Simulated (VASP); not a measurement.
Input of a VASP 6.6.1 run:

File INCAR:

```
PREC     = Accurate       # precision mode
ENCUT    = 600            # plane-wave cutoff, eV
EDIFF    = 1E-7           # SCF threshold, eV
ISMEAR   = 0              # smearing method
SIGMA    = 0.02           # smearing width, eV
LREAL    = False          # projectors in reciprocal space
LASPH    = True           # aspherical terms in the spheres
NELM     = 120            # most SCF steps
ALGO     = Normal         # electronic algorithm
ISIF     = 3              # what is computed and relaxed
LWAVE    = False          # write WAVECAR
LCHARG   = False          # write CHGCAR
GGA      = PE             # functional
IBRION   = 2              # ionic algorithm
NSW      = 100            # ionic steps
EDIFFG   = -0.005         # ionic threshold
GGA_COMPAT= False        
NELMIN   = 4
```

The input KPOINTS:

```
Automatic mesh
0
Gamma
  6 6 8
```

The input POSCAR:

```
MgF2
1.0
    4.6151966100      0.0000000000      0.0000000000
    0.0000000000      4.6151966100      0.0000000000
    0.0000000000      0.0000000000      3.0477835100
Mg F
2 4
Direct
    0.5000000000      0.5000000000      0.5000000000
    0.0000000000      0.0000000000      0.0000000000
    0.6970798600      0.6970798600      0.0000000000
    0.8029201400      0.1970798600      0.5000000000
    0.3029201400      0.3029201400      0.0000000000
    0.1970798600      0.8029201400      0.5000000000
```

Potentials or basis: VASP PAW PBE potentials, release 64 (Mg, F).

Launch:

```console
$ cat potpaw_PBE.64/Mg/POTCAR potpaw_PBE.64/F/POTCAR > POTCAR
$ mpirun -np 1 vasp_std > vasp.out
```

Problem. What does it give for the space group after relaxing (to 0.05 Å)?

Solution. P4_2/mnm (No. 136).

Problem. Predict the relaxed volume.

Solution. 11.26 Å³/atom.

The path:
```
step  energy change (eV)  largest force (eV/Å)  pressure (GPa)  volume (Å³)
   1              0.0000                0.0225            4.12        64.92
   2             -0.0323                0.0463           -0.06        67.57
   3             -0.0323                0.0451            0.02        67.52
   4             -0.0327                0.0213            0.01        67.55
   5             -0.0329                0.0001            0.00        67.58
```
